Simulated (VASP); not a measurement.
Wanted: the native input for a VASP 6.6.1 run.

```yaml
Task: single point
Functional: HSE06
Potentials_or_basis: VASP PAW PBE potentials, release 64 (Mg, O)
Cutoff: 520 eV
k_mesh: 6 × 6 × 4
Occupations: gaussian, width 0.01 eV
Spin: no spin polarisation
Dipole_correction: no
Grid_for_exact_exchange_PRECFOCK: Normal
Further_INCAR_settings: ALGO = Normal; EDIFF = 1e-06; NBANDS = 16
Screening_parameter: 0.2079 1/Å
```

The system is MgO.

```
Mg O
1.0
     3.28857    0.00000    0.00000
    -1.64428    2.84798    0.00000
     0.00000    0.00000    4.18532
Mg O
2 2
Direct
  0.33333 0.66667 0.25000
  0.66667 0.33333 0.75000
  0.66667 0.33333 0.25000
  0.33333 0.66667 0.75000
```

This cell differs from its parent crystal: biaxial xy strain -5.6%.

These files were run (other wordings do the same):

POSCAR

```
MgO
1.0
    3.2885662751      0.0000000000      0.0000000000
   -1.6442831376      2.8479819362      0.0000000000
    0.0000000000      0.0000000000      4.1853204440
Mg O
2 2
Direct
    0.3333333333      0.6666666667      0.2500000000
    0.6666666667      0.3333333333      0.7500000000
    0.6666666667      0.3333333333      0.2500000000
    0.3333333333      0.6666666667      0.7500000000
```

INCAR.step1

```
  ALGO = Normal
  EDIFF = 1E-5
  ENCUT = 520
  GGA = PE
  ISIF = 2
  ISMEAR = 0
  LASPH = T
  LREAL = F
  LWAVE = T
  NBANDS = 16
  NELM = 100
  PREC = Accurate
  SIGMA = 0.01
```

INCAR.step2

```
  ALGO = Normal
  EDIFF = 1E-6
  ENCUT = 520
  GGA = PE
  HFSCREEN = 0.2079
  ISIF = 2
  ISMEAR = 0
  ISTART = 1
  LASPH = T
  LCHARG = T
  LELF = T
  LHFCALC = T
  LREAL = F
  LVHAR = T
  LWAVE = F
  NBANDS = 16
  NELM = 100
  PREC = Accurate
  PRECFOCK = Normal
  SIGMA = 0.01
```

KPOINTS

```
k-points
0
Gamma
  6 6 4
```

Potentials or basis: VASP PAW PBE potentials, release 64 (Mg, O).

Launch:

```console
$ cat potpaw_PBE.64/Mg/POTCAR potpaw_PBE.64/O/POTCAR > POTCAR
$ cp INCAR.step1 INCAR
$ mpirun -np 1 vasp_std > vasp.out
$ cp INCAR.step2 INCAR
$ mpirun -np 1 vasp_std > vasp.out
```

Results of the run:

* Pressure: 21.0 GPa
* Band gap on the k mesh: 5.65 eV, direct

Caveat: the cell differs from its parent crystal (biaxial xy strain -5.6%); the PAW data sets were made with another functional, which shifts forces and pressure a little.

Wall time 37 min on 1 thread of Intel(R) Xeon(R) Platinum 8259CL CPU @ 2.50GHz (Skylake/Cascade Lake), on a shared host, peak memory 0.26 GiB.
